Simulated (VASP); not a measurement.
Wanted: the native input for a VASP 6.6.1 run.

```yaml
Task: single point
Functional: PBEsol
Potentials_or_basis: VASP PAW PBE potentials, release 64 (Sc_sv)
Cutoff: 520 eV
k_mesh: 15 × 15 × 10
Occupations: gaussian, width 0.15 eV
Spin: no spin polarisation
Dipole_correction: no
Further_INCAR_settings: ALGO = Fast; EDIFF = 1e-06; NBANDS = 18
```

The structure of Sc lies in POSCAR:

```
Sc
1.0
    3.3588000000      0.0000000000      0.0000000000
   -1.6794000000      2.9088061262      0.0000000000
    0.0000000000      0.0000000000      5.2857000000
Sc
2
Direct
    0.3333333333      0.6666666667      0.2500000000
    0.6666666667      0.3333333333      0.7500000000
```

One way to write it, as run:

INCAR

```
PREC = Accurate
ENCUT = 520
EDIFF = 1E-6
ISMEAR = 0
SIGMA = 0.15
LREAL = False
LASPH = True
NELM = 60
ALGO = Fast
ISIF = 2
LWAVE = False
LCHARG = False
GGA = PS
NBANDS = 18
```

KPOINTS

```
regular mesh
0
Gamma
  15 15 10
```

Potentials or basis: VASP PAW PBE potentials, release 64 (Sc_sv).

Launch:

```console
$ cat potpaw_PBE.64/Sc_sv/POTCAR > POTCAR
$ mpirun -np 1 vasp_std > vasp.out
```

Results of the run:

```yaml
Pressure: -4.3 GPa
Band_gap_on_the_k_mesh: zero (bands 11 and 12 overlap by 1.35 eV)
```

Caveat: the cell stands under tension; the PAW data sets were made with another functional, which shifts forces and pressure a little.

Run time: 4.3 min on 1 thread of Intel Xeon 8259CL, on a shared host, peak memory 0.26 GiB.
